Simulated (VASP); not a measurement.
Set up this calculation in VASP 6.6.1, as the native input.

| Property | Result |
| --- | --- |
| Task | single point |
| Functional | PBE |
| Potentials or basis | VASP PAW PBE potentials, release 64 (Cu, I) |
| Cutoff | 520 eV |
| k mesh | 12 × 12 × 12 |
| Occupations | gaussian, width 0.1 eV |
| Spin | no spin polarisation |
| Dipole correction | no |
| Further INCAR settings | ALGO = Normal; EDIFF = 1e-06; NBANDS = 26 |

The structure of CuI lies in POSCAR:

```
CuI
1.0
    2.2277775386      1.2862079616      6.8468005112
   -2.2277775386      1.2862079616      6.8468005112
    0.0000000000     -2.5724159232      6.8468005112
Cu I
2 2
Direct
    0.1232829323      0.1232829323      0.1232829323
    0.8767170677      0.8767170677      0.8767170677
    0.0000000000      0.0000000000      0.0000000000
    0.5000000000      0.5000000000      0.5000000000
```

These files were run (other wordings do the same):

INCAR

```
  ALGO = Normal
  EDIFF = 1E-6
  ENCUT = 520
  GGA = PE
  ISIF = 2
  ISMEAR = 0
  LASPH = True
  LCHARG = True
  LELF = True
  LREAL = False
  LVHAR = True
  LWAVE = False
  NBANDS = 26
  NELM = 100
  PREC = Accurate
  SIGMA = 0.1
```

KPOINTS

```
k-points
0
Gamma
  12 12 12
```

Potentials or basis: VASP PAW PBE potentials, release 64 (Cu, I).

Run with:

```sh
$ cat potpaw_PBE.64/Cu/POTCAR potpaw_PBE.64/I/POTCAR > POTCAR
$ mpirun -np 1 vasp_std > vasp.out
```

Results of the run:

The pressure is 0.2 GPa and the largest force is 0.006 eV/Å. The band gap on the k mesh is zero (bands 18 and 19 overlap by 0.03 eV).

Caveat: semilocal functionals underestimate gaps, and a narrow one can read as zero; spin-orbit coupling is left out, which moves the levels of the heavy elements.

Run time: 13 min on 1 thread of AMD EPYC 9R45 96-Core Processor (Zen 5), on a shared host, peak memory 0.7 GiB.
